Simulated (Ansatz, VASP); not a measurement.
Two plane-wave programs on AgCl

File INCAR:

```
SYSTEM = AgCl
PREC = Accurate ; ENCUT = 520
EDIFF = 1E-6 ; ISMEAR = 0
SIGMA = 0.05 ; LREAL = .False.
LASPH = .True. ; NELM = 100
ALGO = Normal ; ISIF = 2
LWAVE = .False. ; LCHARG = .True.
GGA = CA ; LELF = .True.
LVHAR = .True. ; NBANDS = 16
```

File KPOINTS:

```
regular mesh
0
Gamma
  10 10 10
  0 0 0
```

File POSCAR:

```
AgCl
1.0
    0.0000000000      2.6058272343      2.6773114500
    2.6058272343      0.0000000000      2.6773114500
    2.6058272343      2.6058272343      0.0000000000
Ag Cl
1 1
Direct
    0.5185353529      0.4814646471      0.5185353529
   -0.0563998634      0.0563998634     -0.0563998634
```

Input for Ansatz:

```yaml
crystal:
  lattice:
    - [0.0, 2.6058272343, 2.67731145]
    - [2.6058272343, 0.0, 2.67731145]
    - [2.6058272343, 2.6058272343, 0.0]
  atoms:
    - { symbol: Ag, position: [0.5185353529, 0.4814646471, 0.5185353529] }
    - { symbol: Cl, position: [-0.0563998634, 0.0563998634, -0.0563998634] }
basis:
  ecutwfc: 420
kpoints:
  mp_grid: { grid: [10, 10, 10] }
hamiltonian:
  xc: lda
  pseudopotentials: { kind: paw }
scf:
  occupations: { method: gaussian, width: 0.05 }
output:
  forces: true
  stress: true
  eigenvalues: true
  write_density: true
  write_potential: true
  elf: true
  volumetric_format: npy
```

Change from the starting cell: mode 5 frozen in at -0.302 Å, equal normal strain along x and y -0.0267.

Alike in both runs: task single point; functional LDA; k mesh 10 × 10 × 10; occupations gaussian, width 0.05 eV; no spin polarisation.

```csv
,VASP,Ansatz
version,VASP 6.6.1,Ansatz 0.2.0
potentials or method,"VASP PAW LDA potentials, release 64 (Ag, Cl), cutoff 520 eV","scalar-relativistic, plane waves, PAW"
valence electrons in the cell,18,26
```

|  | VASP | Ansatz | Ansatz less VASP |
| --- | --- | --- | --- |
| gap on the k mesh at the Fermi level (eV) | 0.93 | 0.90 | -0.024 |
| least direct gap on the mesh (eV) | 2.06 | 2.03 | -0.026 |
| pressure (GPa) | 10.5 | 10.4 | -0.04 |
| traceless stress, the component that is largest in VASP (GPa) | 13.56 | 13.54 | -0.028 |
| rms of the force components (eV/Å) | 1.304 | 1.301 | -0.0035 |

LDA's correlation is that of Perdew and Zunger in VASP and of Perdew and Wang (1992) in Ansatz. Atom by atom the forces differ by 0.003 eV/Å (rms over components). VASP's potentials hold 18 valence electrons a cell and Ansatz's 26, so a difference there can come from the potentials and not from the codes.
